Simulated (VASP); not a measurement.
# Ge (Imma) in VASP: notebook

Ge is run at these levels: PBEsol; tasks: single point.

Program: VASP 6.6.1. These are calculated values, not measurements. Logs are shortened: lines on timing, memory, paths and dates and some standing lists are left out, and cuts for length are marked.

## (1) The cell of the first run

The structure is orthorhombic, space group Imma (No. 74). The conventional cell has a = 3.960 Å, b = 4.040 Å, c = 5.658 Å, α = 90.00°, β = 90.00°, γ = 90.00°. Within 3.2 Å of Ge (site symmetry mm2) lie 4 Ge at 2.43 to 2.47 Å.

## (2) Single point, PBEsol (strain -0.0200 x Voigt [0, 0, 0, 0, 0, 1])

File INCAR:

```
SYSTEM = Ge
ALGO = Normal ; EDIFF = 1E-6
ENCUT = 520 ; GGA = PS
ISIF = 2 ; ISMEAR = 0
LASPH = .TRUE. ; LCHARG = .FALSE.
LREAL = .FALSE. ; LWAVE = .FALSE.
NBANDS = 21 ; NELM = 60
PREC = Accurate ; SIGMA = 0.15
```

File KPOINTS:

```
k-points
0
G
  14 14 14
  0 0 0
```

File POSCAR:

```
Ge
1.0
   -0.0282877000      2.8287700000      2.8287700000
    2.8287700000     -0.0282877000      2.8287700000
    2.8004823000      2.8004823000      0.0000000000
Ge
2
Direct
    0.5000000000      0.5000000000      0.5000000000
    0.7500000000      0.7500000000      0.7500000000
```

Potentials or basis: VASP PAW PBE potentials, release 64 (Ge_d).

The run is started by

```console
$ cat potpaw_PBE.64/Ge_d/POTCAR > POTCAR
$ mpirun -np 1 vasp_std > vasp.out
```

OUTCAR:

```text
SYSTEM = Ge
   EDIFF = 1E-6
   ENCUT = 520
   GGA = PS
   ISIF = 2
   ISMEAR = 0
   LASPH = .TRUE.
   LREAL = .FALSE.
   NELM = 60
   PREC = Accurate

 ion  position               nearest neighbor table
   1  0.500  0.500  0.500-   2 2.43   2 2.43   2 2.47   2 2.47
   2  0.750  0.750  0.750-   1 2.43   1 2.43   1 2.47   1 2.47

  LATTYP: Found a body centered orthorhombic cell.
 ALAT       =     3.9604800498
 B/A-ratio  =     1.0202020202
 C/A-ratio  =     1.4284985479

  Lattice vectors:

 A1 = (   0.0282877000,  -2.8287700000,  -2.8287700000)
 A2 = (  -0.0282877000,   2.8287700000,  -2.8287700000)
 A3 = (   2.8287700000,  -0.0282877000,   2.8287700000)

Analysis of symmetry for initial positions (statically):
=====================================================================
 Subroutine PRICEL returns:
 Original cell was already a primitive cell.

 Routine SETGRP: Setting up the symmetry group for a
 body centered orthorhombic supercell.

 Subroutine GETGRP returns: Found  8 space group operations
 (whereof  4 operations were pure point group operations)
 out of a pool of  8 trial point group operations.

The static configuration has the point symmetry C_2v.
 The point group associated with its full space group is D_2h.

Analysis of symmetry for dynamics (positions and initial velocities):
=====================================================================
 Subroutine PRICEL returns:
 Original cell was already a primitive cell.

 Routine SETGRP: Setting up the symmetry group for a
 body centered orthorhombic supercell.

 Subroutine GETGRP returns: Found  8 space group operations
 (whereof  4 operations were pure point group operations)
 out of a pool of  8 trial point group operations.

The dynamic configuration has the point symmetry C_2v.
 The point group associated with its full space group is D_2h.

 Subroutine INISYM returns: Found  8 space group operations
 (whereof  4 operations are pure point group operations),
 and found     1 'primitive' translations

----------------------------------------------------------------------------------------

                                     Primitive cell

  volume of cell :      45.2668

  direct lattice vectors                    reciprocal lattice vectors
    -0.028287700  2.828770000  2.828770000    -0.175005216  0.175005216  0.176755268
     2.828770000 -0.028287700  2.828770000     0.175005216 -0.175005216  0.176755268
     2.800482300  2.800482300  0.000000000     0.178540675  0.178540675 -0.176755268

  length of vectors
     4.000584910  4.000584910  3.960480050     0.304131676  0.304131676  0.308214163

  position of ions in fractional coordinates (direct lattice)
     0.500000000  0.500000000  0.500000000
     0.750000000  0.750000000  0.750000000

  ion indices of the primitive-cell ions
   primitive index   ion index
                 1           1
                 2           2

----------------------------------------------------------------------------------------

 KPOINTS: k-points

Automatic generation of k-mesh.
 Grid dimensions read from file:
 generate k-points for:   14   14   14

 Generating k-lattice:

  Cartesian coordinates                     Fractional coordinates (reciprocal lattice)
    -0.012500373  0.012500373  0.012625376     0.071428571  0.000000000  0.000000000
     0.012500373 -0.012500373  0.012625376     0.000000000  0.071428571  0.000000000
     0.012752905  0.012752905 -0.012625376     0.000000000  0.000000000  0.071428571

  Length of vectors
     0.021723691  0.021723691  0.022015297

  Shift w.r.t. Gamma in fractional coordinates (k-lattice)
     0.000000000  0.000000000  0.000000000

 Subroutine IBZKPT returns following result:
 ===========================================

 Found    428 irreducible k-points:

 Following reciprocal coordinates:
            Coordinates               Weight
  0.000000  0.000000  0.000000      1.000000
  0.071429 -0.000000  0.000000      4.000000
  0.142857 -0.000000  0.000000      4.000000
  0.214286  0.000000  0.000000      4.000000
  0.285714 -0.000000  0.000000      4.000000
  0.357143  0.000000  0.000000      4.000000
[... 16 lines left out ...]
  0.214286  0.142857  0.000000      4.000000
  0.285714  0.142857  0.000000      4.000000
 [... further k-points ...]
   k-points           NKPTS =    428   k-points in BZ     NKDIM =    428   number of bands    NBANDS=     21
   number of dos      NEDOS =    301   number of ions     NIONS =      2
   total plane-waves  NPLWV =  27000
   dimension x,y,z NGX =    30 NGY =   30 NGZ =   30
   dimension x,y,z NGXF=    60 NGYF=   60 NGZF=   60
   ions per type =               2
   NGX,Y,Z   is equivalent  to a cutoff of  12.47, 12.47, 12.59 a.u.
   NGXF,Y,Z  is equivalent  to a cutoff of  24.93, 24.93, 25.19 a.u.
 SYSTEM =  Ge
   PREC   = accura    normal or accurate (medium, high low for compatibility)
   ISTART =      0    job   : 0-new  1-cont  2-samecut
   ICHARG =      2    charge: 1-file 2-atom 10-const
   ISPIN  =      1    spin polarized calculation?
   LNONCOLLINEAR =      F non collinear calculations
   LSORBIT =      F    spin-orbit coupling
   LASPH  =      T    aspherical Exc in radial PAW
   ENCUT  =  520.0 eV  38.22 Ry    6.18 a.u.   7.44  7.44  7.36*2*pi/ulx,y,z
   NELM   =     60;   NELMIN=  2; NELMDL= -5     # of ELM steps
   EDIFF  = 0.1E-05   stopping-criterion for ELM
   LREAL  =      F    real-space projection
   EDIFFG = 0.1E-04   stopping-criterion for IOM
   NSW    =      0    number of steps for IOM
   IBRION =     -1    ionic relax: 0-MD 1-quasi-New 2-CG
   NFREE  =      0    steps in history (QN), initial steepest desc. (CG)
   ISIF   =      2    stress and relaxation
   ISYM   =      2    0-nonsym 1-usesym 2-fastsym
   POTIM  = 0.5000    time-step for ionic-motion
   TEBEG  =    0.0;   TEEND  =   0.0 temperature during run
   PSTRESS=    0.0 pullay stress
   NELECT =      28.0000    total number of electrons
   NUPDOWN=      -1.0000    fix difference up-down
   EMIN   =  10.00;   EMAX   =-10.00  energy-range for DOS
   EFERMI =   0.00;   METHOD = LEGACY
   ISMEAR =     0;   SIGMA  =   0.15  broadening in eV -4-tet -1-fermi 0-gaus
   EFERMI_NEDOS =   21; number of points for ismear=-14 and -15
   IALGO  =     38    algorithm
   IMIX   =      4    mixing-type and parameters
     AMIX     =   0.40;   BMIX     =  1.00
     AMIX_MAG =   1.60;   BMIX_MAG =  1.00
  volume/ion in A,a.u.               =      22.63       152.74
  Fermi-wavevector in a.u.,A,eV,Ry     =   1.394872  2.635926 26.472418  1.945668
  Thomas-Fermi vector in A             =   2.518379
   LORBIT       =      0    0 simple, 1 ext, 2 COOP (PROOUT), +10 PAW based schemes
   GGA     = PS    functional components
   LHFCALC =     F    Hartree Fock is set to
   AEXX    =    0.0000 exact exchange contribution
   IVDW    =     0    specifies the selected vdW correction
   LEPSILON=     F    determine dielectric tensor
   LRPA    =     F    only Hartree local field effects (RPA)
 non-spin polarized calculation
 Gauss-broadening in eV      SIGMA  =   0.15
  energy-cutoff  :      520.00
  volume of cell :       45.27
 maximum number of plane-waves:      1253
 NGX is ok and might be reduce to    30
   NGX = 15   NGY = 15   NGZ = 15

 number of electron      28.0000018 magnetization

 Free energy of the ion-electron system (eV)
  ---------------------------------------------------
  ext. energy  EPLUGINS =         0.00000000
  ---------------------------------------------------
  free energy    TOTEN  =        -9.86922670 eV

  energy without entropy =       -9.86858372  energy(sigma->0) =       -9.86890521

 E-fermi :   4.8949     XC(G=0): -10.1303

 val. band max:        4.8804795399   @ k =   0.0000   0.0000   0.0000
 cond. band min:       4.9051333069   @ k =   0.0000   0.0000   0.5000
 fundamental gap:      0.0246537671
 Fermi energy:         4.8948842956

 k-point     1 :       0.0000    0.0000    0.0000
  band No.  band energies     occupation
      1     -19.9107      2.00000
      2     -19.8999      2.00000
      3     -19.8890      2.00000
      4     -19.8634      2.00000
      5     -19.8631      2.00000
      6     -19.6614      2.00000
[... 13 lines left out ...]
     20      14.3454      0.00000
     21      14.3495      0.00000

 k-point     2 :       0.0714   -0.0000    0.0000
  band No.  band energies     occupation
      1     -19.9132      2.00000
      2     -19.9022      2.00000
      3     -19.8895      2.00000
      4     -19.8594      2.00000
      5     -19.8590      2.00000
      6     -19.6627      2.00000
[... 13 lines left out ...]
     20      13.8505      0.00000
     21      13.8992      0.00000

 k-point     3 :       0.1429   -0.0000    0.0000
  band No.  band energies     occupation
      1     -19.9186      2.00000
      2     -19.9077      2.00000
      3     -19.8885      2.00000
      4     -19.8507      2.00000
      5     -19.8500      2.00000
      6     -19.6667      2.00000
[... 13 lines left out ...]
     20      13.2856      0.00000
     21      13.3731      0.00000

 k-point     4 :       0.2143    0.0000    0.0000
  band No.  band energies     occupation
      1     -19.9240      2.00000
      2     -19.9134      2.00000
      3     -19.8860      2.00000
      4     -19.8409      2.00000
      5     -19.8407      2.00000
      6     -19.6722      2.00000
[... 13 lines left out ...]
     20      13.0660      0.00000
     21      13.1879      0.00000

 k-point     5 :       0.2857   -0.0000    0.0000
  band No.  band energies     occupation
      1     -19.9281      2.00000
      2     -19.9177      2.00000
      3     -19.8828      2.00000
      4     -19.8334      2.00000
      5     -19.8322      2.00000
      6     -19.6766      2.00000
[... 13 lines left out ...]
     20      13.3049      0.00000
     21      13.4717      0.00000
[... 382 lines left out ...]
     20      13.1993      0.00000
     21      13.6667      0.00000

 k-point    22 :       0.1429    0.1429    0.0000
  band No.  band energies     occupation
      1     -19.9172      2.00000
      2     -19.9083      2.00000
      3     -19.8972      2.00000
      4     -19.8514      2.00000
      5     -19.8340      2.00000
      6     -19.6919      2.00000
[... 13 lines left out ...]
     20      12.6691      0.00000
     21      14.6962      0.00000

 k-point    23 :       0.2143    0.1429    0.0000
  band No.  band energies     occupation
      1     -19.9210      2.00000
      2     -19.9126      2.00000
      3     -19.8968      2.00000
      4     -19.8439      2.00000
      5     -19.8223      2.00000
      6     -19.7048      2.00000
[... 13 lines left out ...]
     20      13.4158      0.00000
     21      14.6389      0.00000

 k-point    24 :       0.2857    0.1429    0.0000
  band No.  band energies     occupation
      1     -19.9254      2.00000
      2     -19.9198      2.00000
      3     -19.8905      2.00000
      4     -19.8347      2.00000
      5     -19.8125      2.00000
      6     -19.7143      2.00000
[... 13 lines left out ...]
     20      13.9899      0.00000
     21      14.7114      0.00000

 [... further k-points ...]

------------------------ aborting loop because EDIFF is reached ----------------------------------------

  FORCE on cell =-STRESS in cart. coord.  units (eV):
  Direction    XX          YY          ZZ          XY          YZ          ZX
  --------------------------------------------------------------------------------------
  -------------------------------------------------------------------------------------
  Total        0.1033806      0.1033806      0.0986696      0.4714004      0.0000000      0.0000000
  in kB        3.6590657      3.6590657      3.4923242     16.6848003      0.0000000      0.0000000
  external PRESSURE =       3.6034852 kB  Pullay stress =       0.0000000 kB

 VOLUME and BASIS-vectors are now :
 -----------------------------------------------------------------------------
  energy-cutoff  :      520.00
  volume of cell :       45.27
      direct lattice vectors                 reciprocal lattice vectors
    -0.028287700  2.828770000  2.828770000    -0.175005216  0.175005216  0.176755268
     2.828770000 -0.028287700  2.828770000     0.175005216 -0.175005216  0.176755268
     2.800482300  2.800482300  0.000000000     0.178540675  0.178540675 -0.176755268

 POSITION                                       TOTAL-FORCE (eV/Angst)
 -----------------------------------------------------------------------------------
      2.80048      2.80048      2.82877         0.000000      0.000000     -0.173507
      4.20072      4.20072      4.24315        -0.000000     -0.000000      0.173507
 -----------------------------------------------------------------------------------
    total drift:                                0.000000     -0.000000     -0.000000

  FREE ENERGIE OF THE ION-ELECTRON SYSTEM (eV)
  ---------------------------------------------------
  free  energy   TOTEN  =        -9.8692267018 eV

  energy  without entropy=       -9.8685837168  energy(sigma->0) =       -9.86890521
```

It took 2.9 min on 1 thread of AMD EPYC 9R45 (Zen 5), shared host; peak memory 0.39 GiB.

Results:

* Free energy: -9.8692 eV
* Pressure: 0.4 GPa
* Largest force: 0.174 eV/Å

Forces on the atoms (eV/Å):
```
Ge   0.000  0.000 -0.174
Ge   0.000  0.000  0.174
```

Stress tensor (GPa, compression positive):
```
0.37 1.67 0.00
1.67 0.37 0.00
0.00 0.00 0.35
```

Levels at points of the mesh, in eV from the Fermi level:
```
           k point  band 12  band 13  band 14  band 15  band 16  band 17
(0.00, 0.00, 0.00)    -0.05    -0.05    -0.04    -0.01     2.35     2.52
(0.50, 0.00, 0.00)    -7.63    -1.40    -1.39     0.17     3.63     3.80
(0.50, 0.50, 0.00)    -8.83    -3.22    -3.02     0.52     0.75     9.44
(0.00, 0.00, 0.50)    -7.69    -1.50    -1.48     0.01     3.57     3.73
(0.50, 0.00, 0.50)    -8.93    -3.12    -3.12     0.63     0.63     9.43
```

Caveat: the cell differs from its parent crystal (strain -0.0200 x Voigt [0, 0, 0, 0, 0, 1]); the PAW data sets were made with another functional, which shifts forces and pressure a little.

## (3) Single point, PBEsol (strain +0.0150 x Voigt [0, 0, 0, 0, 0, 1])

File INCAR:

```
SYSTEM = Ge
  ALGO = Normal
  EDIFF = 1E-6
  ENCUT = 520
  GGA = PS
  ISIF = 2
  ISMEAR = 0
  LASPH = .TRUE.
  LCHARG = .FALSE.
  LREAL = .FALSE.
  LWAVE = .FALSE.
  NBANDS = 21
  NELM = 60
  PREC = Accurate
  SIGMA = 0.15
```

KPOINTS is that of step 2.

File POSCAR:

```
Ge
1.0
    0.0212157750      2.8287700000      2.8287700000
    2.8287700000      0.0212157750      2.8287700000
    2.8499857750      2.8499857750      0.0000000000
Ge
2
Direct
    0.5000000000      0.5000000000      0.5000000000
    0.7500000000      0.7500000000      0.7500000000
```

Potentials or basis: VASP PAW PBE potentials, release 64 (Ge_d).

The run is started by

```console
$ cat potpaw_PBE.64/Ge_d/POTCAR > POTCAR
$ mpirun -np 1 vasp_std > vasp.out
```

Run time: 3.1 min. Hardware: 1 thread of AMD EPYC 9R45 (Zen 5), shared host; peak memory 0.38 GiB.

It converged, with:

| Property | Result |
| --- | --- |
| Free energy | -9.8713 eV |
| Pressure | 0.3 GPa |
| Largest force | 0.130 eV/Å |

Forces in eV/Å, atoms in the order of the input:
```
Ge   0.000  0.000  0.130
Ge   0.000  0.000 -0.130
```

Stress tensor (GPa, compression positive):
```
 0.32 -1.25  0.00
-1.25  0.32  0.00
 0.00  0.00  0.31
```

Levels at points of the mesh, in eV from the Fermi level:
```tsv
k point	band 10	band 11	band 12	band 13	band 14	band 15	band 16	band 17	band 18	band 19
(0.00, 0.00, 0.00)	-24.54	-12.84	-0.05	-0.05	-0.04	-0.02	2.38	2.50	2.61	6.19
(0.50, 0.00, 0.00)	-24.51	-10.69	-7.69	-1.49	-1.48	0.03	3.59	3.71	6.89	10.37
(0.50, 0.50, 0.00)	-24.49	-9.02	-8.86	-3.20	-3.05	0.54	0.72	9.44	9.48	11.41
(0.00, 0.00, 0.50)	-24.50	-10.79	-7.64	-1.41	-1.40	0.15	3.64	3.76	6.97	10.35
(0.50, 0.00, 0.50)	-24.49	-8.94	-8.94	-3.12	-3.12	0.63	0.63	9.44	9.44	11.49
```

Caveat: the cell differs from its parent crystal (strain +0.0150 x Voigt [0, 0, 0, 0, 0, 1]); the PAW data sets were made with another functional, which shifts forces and pressure a little.

## (4) Single point, PBEsol (strain -0.0100 x Voigt [0, 0, 0, 0, 0, 1])

File INCAR:

```
  ALGO = Normal
  EDIFF = 1E-7
  ENCUT = 520
  GGA = PS
  ISIF = 2
  ISMEAR = 0
  LASPH = T
  LCHARG = T
  LELF = T
  LREAL = F
  LVHAR = T
  LWAVE = F
  NBANDS = 21
  NELM = 100
  PREC = Accurate
  SIGMA = 0.15
```

File KPOINTS:

```
k-points
0
Gamma
  14 14 14
```

File POSCAR:

```
Ge
1.0
   -0.0141438500      2.8287700000      2.8287700000
    2.8287700000     -0.0141438500      2.8287700000
    2.8146261500      2.8146261500      0.0000000000
Ge
2
Direct
    0.5000000000      0.5000000000      0.5000000000
    0.7500000000      0.7500000000      0.7500000000
```

The run is started by

```console
$ cat potpaw_PBE.64/Ge_d/POTCAR > POTCAR
$ mpirun -np 1 vasp_std > vasp.out
```

It took 3.6 min on 1 thread of AMD EPYC 9R45 (Zen 5), shared host; peak memory 0.38 GiB.

Results (log left out):

```
Free energy   : -9.8728 eV
Pressure      : 0.6 GPa
Largest force : 0.087 eV/Å
```

Forces in eV/Å, atoms in the order of the input:
```
Ge   0.000  0.000 -0.087
Ge   0.000  0.000  0.087
```

Stress tensor (GPa, compression positive):
```
0.58 0.83 0.00
0.83 0.58 0.00
0.00 0.00 0.58
```

Levels at points of the mesh, in eV from the Fermi level:
```
           k point  band 12  band 13  band 14  band 15  band 16  band 17
(0.00, 0.00, 0.00)    -0.05    -0.05    -0.04    -0.03     2.42     2.50
(0.50, 0.00, 0.00)    -7.65    -1.43    -1.42     0.12     3.65     3.73
(0.50, 0.50, 0.00)    -8.89    -3.18    -3.08     0.57     0.68     9.44
(0.00, 0.00, 0.50)    -7.68    -1.48    -1.47     0.04     3.62     3.70
(0.50, 0.00, 0.50)    -8.94    -3.13    -3.13     0.63     0.63     9.45
```

Caveat: the cell differs from its parent crystal (strain -0.0100 x Voigt [0, 0, 0, 0, 0, 1]); the PAW data sets were made with another functional, which shifts forces and pressure a little.

## (5) Single point, PBEsol (strain +0.0050 x Voigt [0, 0, 0, 0, 0, 1])

File INCAR:

```
  ALGO = Normal
  EDIFF = 1E-6
  ENCUT = 520
  GGA = PS
  ISIF = 2
  ISMEAR = 0
  LASPH = True
  LCHARG = False
  LREAL = False
  LWAVE = False
  NBANDS = 21
  NELM = 100
  PREC = Accurate
  SIGMA = 0.15
```

KPOINTS is that of step 4.

File POSCAR:

```
Ge
1.0
    0.0070719250      2.8287700000      2.8287700000
    2.8287700000      0.0070719250      2.8287700000
    2.8358419250      2.8358419250      0.0000000000
Ge
2
Direct
    0.5000000000      0.5000000000      0.5000000000
    0.7500000000      0.7500000000      0.7500000000
```

The run is started by

```console
$ cat potpaw_PBE.64/Ge_d/POTCAR > POTCAR
$ mpirun -np 1 vasp_std > vasp.out
```

It took 3 min on 1 thread of AMD EPYC 9R45 (Zen 5), shared host; peak memory 0.38 GiB.

Results (log left out):

```
Free energy   : -9.8736 eV
Pressure      : 0.2 GPa
Largest force : 0.043 eV/Å
```

Forces in eV/Å, atoms in the order of the input:
```
Ge   0.000  0.000  0.043
Ge   0.000  0.000 -0.043
```

Stress tensor (GPa, compression positive):
```
 0.25 -0.42  0.00
-0.42  0.25  0.00
 0.00  0.00  0.24
```

Levels at points of the mesh, in eV from the Fermi level:
```tsv
k point	band 12	band 13	band 14	band 15	band 16	band 17
(0.00, 0.00, 0.00)	-0.05	-0.05	-0.04	-0.04	2.45	2.49
(0.50, 0.00, 0.00)	-7.68	-1.47	-1.46	0.06	3.64	3.68
(0.50, 0.50, 0.00)	-8.92	-3.16	-3.11	0.59	0.65	9.44
(0.00, 0.00, 0.50)	-7.66	-1.44	-1.44	0.10	3.66	3.70
(0.50, 0.00, 0.50)	-8.94	-3.13	-3.13	0.62	0.62	9.45
```

Caveat: the cell differs from its parent crystal (strain +0.0050 x Voigt [0, 0, 0, 0, 0, 1]); the PAW data sets were made with another functional, which shifts forces and pressure a little.

## (6) The runs side by side

```tsv
cell	pressure (GPa)	largest force (eV/Å)
a = 4.001, b = 4.001, c = 3.960 Å, angles 60.3, 60.3, 60.7°, 2 atoms	0.4	0.17
a = 4.001, b = 4.001, c = 4.030 Å, angles 59.8, 59.8, 59.5°, 2 atoms	0.3	0.13
a = 4.001, b = 4.001, c = 3.980 Å, angles 60.2, 60.2, 60.3°, 2 atoms	0.6	0.09
a = 4.000, b = 4.000, c = 4.010 Å, angles 59.9, 59.9, 59.8°, 2 atoms	0.2	0.04
```

Alike in all rows: task single point; level PBEsol; potentials or basis VASP PAW PBE potentials, release 64 (Ge_d); no spin polarisation; k mesh 14 × 14 × 14; cutoff (eV) 520; smearing gaussian 0.15 eV.

Caveats: the PAW data sets were made with another functional, which shifts forces and pressure a little.

Absolute energies hang on the potentials; compare differences alone.
